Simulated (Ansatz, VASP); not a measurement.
## One calculation of Sr, two programs

```xyz
1
Lattice="-2.4311 2.4311 2.4311 2.4311 -2.4311 2.4311 2.4311 2.4311 -2.4311" Properties=species:S:1:pos:R:3 pbc="T T T"
Sr    0.0000    0.0000    0.0000
```

Alike in both runs: task single point; functional PBE; k mesh 6 × 6 × 6; occupations gaussian, width 0.1 eV; no spin polarisation.

```csv
,VASP,Ansatz
version,VASP 6.6.1,Ansatz 0.2.0
potentials or method,"VASP PAW PBE potentials, release 64 (Sr_sv), cutoff 500 eV","scalar-relativistic, plane waves, PAW"
valence electrons in the cell,10,10
```

```tsv
	VASP	Ansatz	Ansatz less VASP
gap on the k mesh at the Fermi level (eV)	none	none	-
pressure (GPa)	-0.8	-0.8	0.00
```

A gap of «none» marks a metal or a gap that the smearing closes.
